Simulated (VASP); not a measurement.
Wanted: the native input for a VASP 6.6.1 run.

* Task: single point
* Functional: PBE
* Potentials or basis: VASP PAW PBE potentials, release 64 (Al, N)
* Cutoff: 520 eV
* k mesh: 1 × 1 × 1, shifted
* Occupations: fermi-dirac, width 0.01 eV
* Spin: no spin polarisation
* Dipole correction: no
* Further INCAR settings: LREAL = Auto; ALGO = Normal; EDIFF = 1e-06; NBANDS = 85

The structure of Al17N15 (a cell with a defect) lies in POSCAR:

```
Al17N15
1.0
    6.2604124029      0.0000000578      0.0000000000
   -3.1302062515      5.4216761502      0.0000000000
    0.0000000000      0.0000000000     10.0361163407
Al N
17 15
Direct
    0.3376608678      0.1600959651      0.2539468498
    0.1610287913      0.3396126030      0.5015065797
    0.3312269062      0.1728998879      0.7490212593
    0.1698805968      0.3296993357      1.0076345870
    0.3386089117      0.6634257451      0.2588688362
    0.1653107578      0.8569410878      0.5042080554
    0.3249704893      0.6617543351      0.7568801677
    0.1901737841      0.8410817116      0.9887939844
    0.8368440934      0.1625121350      0.2581188259
    0.6507637820      0.3426319003      0.5021671772
    0.8395390206      0.1764698339      0.7566215857
    0.6585492373      0.3095074686      0.9886417982
    0.8640899923      0.6334249679      0.1796165943
    0.6363194993      0.8620819582      0.5325221635
    0.8004581351      0.7128331734      0.3885513989
    0.8308899592      0.6724752321      0.7508265505
    0.6682386742      0.8315885412      1.0035926178
    0.3274113964      0.1799386190      0.4409253224
    0.1723886635      0.3281280397      0.1964171604
    0.3307825712      0.1693659365      0.9355967816
    0.1652796498      0.3356535942      0.6916390853
    0.3199283652      0.6807264617      0.4482398714
    0.2076098898      0.8391157825      0.1720579871
    0.3371508884      0.6573417867      0.9428629353
    0.1677958403      0.8358022649      0.6982661018
    0.8198286669      0.1790254219      0.4475434569
    0.6586691123      0.2911432775      0.1719961257
    0.8416972176      0.1621979217      0.9430175244
    0.6690245856      0.3369988802      0.6974107896
    0.6840496418      0.8173807547      0.2010280108
    0.8377224486      0.6618396654      0.9520356187
    0.6600021451      0.8412332470      0.7132501325
```

The input as run:

INCAR

```
PREC = Accurate
ENCUT = 520
EDIFF = 1E-6
ISMEAR = -1
SIGMA = 0.01
LREAL = Auto
LASPH = True
NELM = 120
ALGO = Normal
ISIF = 2
LWAVE = False
LCHARG = False
GGA = PE
NBANDS = 85
GGA_COMPAT = False
```

KPOINTS

```
Automatic mesh
0
Gamma
  1 1 1
  0.25 0.25 0.25
```

Potentials or basis: VASP PAW PBE potentials, release 64 (Al, N).

Run with:

```bash
$ cat potpaw_PBE.64/Al/POTCAR potpaw_PBE.64/N/POTCAR > POTCAR
$ mpirun -np 1 vasp_std > vasp.out
```

Results of the run:

* Pressure: 9.2 GPa
* Largest force: 0.484 eV/Å
* Band gap on the k mesh: 0.50 eV

Caveat: the k points lie up to 0.58 Å⁻¹ apart; semilocal functionals underestimate gaps, and a narrow one can read as zero.

Wall time 9.2 min on 1 thread of Intel Xeon 8259CL, on a shared host, peak memory 0.47 GiB.
